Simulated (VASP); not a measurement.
A run of VASP 6.6.1 is set up as follows.

File INCAR:

```
PREC     = Accurate       # precision mode
ENCUT    = 600            # plane-wave cutoff, eV
EDIFF    = 1E-6           # SCF threshold, eV
ISMEAR   = -1             # smearing method
SIGMA    = 0.05           # smearing width, eV
LREAL    = F              # projectors in reciprocal space
LASPH    = T              # aspherical terms in the spheres
NELM     = 80             # most SCF steps
ALGO     = Normal         # electronic algorithm
ISIF     = 3              # what is computed and relaxed
LWAVE    = F              # write WAVECAR
LCHARG   = F              # write CHGCAR
GGA      = PS             # functional
IBRION   = 2              # ionic algorithm
NSW      = 80             # ionic steps
EDIFFG   = -0.005         # ionic threshold
```

The input KPOINTS:

```
Automatic mesh
0
Gamma
  8 8 8
```

File POSCAR:

```
GaP
1.0
    0.0000000000      2.7252500000      2.7252500000
    2.7252500000      0.0000000000      2.7252500000
    2.7252500000      2.7252500000      0.0000000000
Ga P
1 1
Direct
    0.0000000000      0.0000000000      0.0000000000
    0.7500000000      0.7500000000      0.7500000000
```

Potentials or basis: VASP PAW PBE potentials, release 64 (Ga_d, P).

The run is started by

```sh
$ cat potpaw_PBE.64/Ga_d/POTCAR potpaw_PBE.64/P/POTCAR > POTCAR
$ mpirun -np 1 vasp_std > vasp.out
```

Estimate the space group after relaxing (to 0.05 Å).

F-43m (No. 216).

Predict the relaxed volume.

20.09 Å³/atom.

What does it give for the relaxed cell?

a = 3.844 Å, b = 3.844 Å, c = 3.844 Å, α = 60.00°, β = 60.00°, γ = 60.00°.

Predict the band gap on the k mesh.

1.50 eV, indirect (least direct gap 1.81 eV).

Step by step:
| step | energy change (eV) | largest force (eV/Å) | pressure (GPa) | volume (Å³) |
| --- | --- | --- | --- | --- |
| 1 | 0.0000 | 0.0000 | -0.64 | 40.48 |
| 2 | -0.0004 | 0.0000 | 0.43 | 40.01 |
| 3 | -0.0006 | 0.0000 | -0.03 | 40.18 |

Caveat: the PAW data sets were made with another functional, which shifts forces and pressure a little. A k mesh can miss the band edges.
